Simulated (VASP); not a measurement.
Wanted: the native input for a VASP 6.6.1 run.

```yaml
Task: relaxation of cell and atoms
Functional: PBE
Potentials_or_basis: VASP PAW PBE potentials, release 64 (Be, Mo_sv)
Cutoff: 600 eV
k_mesh: 6 × 6 × 6
Occupations: gaussian, width 0.1 eV
Spin: no spin polarisation
Dipole_correction: no
Further_INCAR_settings: ALGO = Normal; EDIFF = 1e-07; IBRION = 2; EDIFFG = -0.04; NSW = 90; ISIF = 3
```

The structure of BeMo lies in POSCAR:

```
BeMo
1.0
    4.3520488341      0.0000000000      0.0000000000
   -2.1760244170      3.7689848488      0.0000000000
    0.0000000000      0.0000000000      3.1103763567
Be Mo
2 2
Direct
    0.0000000000      0.0000000000      0.3333333333
    0.0000000000      0.0000000000      0.8333333333
    0.6666666667      0.3333333333      0.1666666667
    0.3333333333      0.6666666667      0.6666666667
```

The input as run:

INCAR

```
SYSTEM = BeMo
ALGO = Normal
EDIFF = 1E-7
EDIFFG = -0.04
ENCUT = 600
GGA = PE
IBRION = 2
ISIF = 3
ISMEAR = 0
LASPH = .True.
LCHARG = .False.
LREAL = .False.
LWAVE = .False.
NELM = 80
NSW = 90
PREC = Accurate
SIGMA = 0.1
```

KPOINTS

```
k-points
0
Gamma
  6 6 6
  0 0 0
```

Potentials or basis: VASP PAW PBE potentials, release 64 (Be, Mo_sv).

Launch:

```bash
$ cat potpaw_PBE.64/Be/POTCAR potpaw_PBE.64/Mo_sv/POTCAR > POTCAR
$ mpirun -np 1 vasp_std > vasp.out
```

It gave:

The relaxed volume is 12.28 Å³/atom and the relaxed cell is a = 3.416 Å, b = 3.416 Å, c = 4.860 Å, α = 90.00°, β = 90.00°, γ = 120.00°. The space group after relaxing (to 0.05 Å) is P6_3/mmc (No. 194), the energy gained by relaxing is 901.7 meV/atom and the ionic steps are 26. The pressure after relaxing is 0.2 GPa. The largest force after relaxing is 0.008 eV/Å. The band gap on the k mesh is zero (band 16 reaches 10.41 eV, above the bottom of band 17 at 8.75 eV).

Wall time 5 min on 1 thread of Intel(R) Xeon(R) 6975P-C (Granite Rapids), with other jobs on the host, peak memory 0.2 GiB.
